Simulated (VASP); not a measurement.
Set up this calculation in VASP 6.6.1, as the native input.

- Task: single point
- Functional: PBE
- Potentials or basis: VASP PAW PBE potentials, release 64 (Au, As)
- Cutoff: 520 eV
- k mesh: 5 × 5 × 6
- Occupations: fermi-dirac, width 0.05 eV
- Spin: no spin polarisation
- Dipole correction: no
- Further INCAR settings: ALGO = Fast; EDIFF = 1e-06; NBANDS = 48

The structure of AsAu3 lies in POSCAR:

```
AsAu3
1.0
    5.9589854558      0.0000000000      0.0000000000
   -2.9794927279      5.1606327855      0.0000000000
    0.0000000000      0.0000000000      4.8089070000
Au As
6 2
Direct
    0.1670120000      0.3347880000      0.2494630000
    0.1694440000      0.8322730000      0.2425180000
    0.6600950000      0.8260460000      0.2539700000
    0.8424690000      0.6644410000      0.7545060000
    0.8302390000      0.1618610000      0.7566910000
    0.3390840000      0.1642690000      0.7503210000
    0.3375670000      0.6687150000      0.7512730000
    0.6701350000      0.3280700000      0.2481340000
```

This cell differs from its parent crystal: atoms moved at random.

These files were run (other wordings do the same):

INCAR

```
SYSTEM = AsAu3
PREC = Accurate ; ENCUT = 520
EDIFF = 1E-6 ; ISMEAR = -1
SIGMA = 0.05 ; LREAL = .False.
LASPH = .True. ; NELM = 80
ALGO = Fast ; ISIF = 2
LWAVE = .False. ; LCHARG = .True.
GGA = PE ; LELF = .True.
LVHAR = .True. ; NBANDS = 48
```

KPOINTS

```
regular mesh
0
Gamma
  5 5 6
  0 0 0
```

Potentials or basis: VASP PAW PBE potentials, release 64 (Au, As).

Command:

```sh
$ cat potpaw_PBE.64/Au/POTCAR potpaw_PBE.64/As/POTCAR > POTCAR
$ mpirun -np 1 vasp_std > vasp.out
```

Results of the run:

```yaml
Pressure: -0.9 GPa
Largest_force: 0.294 eV/Å
Band_gap_on_the_k_mesh: zero (bands 38 and 39 overlap by 1.64 eV)
```

Caveat: the cell differs from its parent crystal (atoms moved at random); spin-orbit coupling is left out, which moves the levels of the heavy elements.

Wall time 6 min on 1 thread of Intel(R) Xeon(R) Platinum 8375C CPU @ 2.90GHz (Ice Lake), on a shared host, peak memory 0.55 GiB.
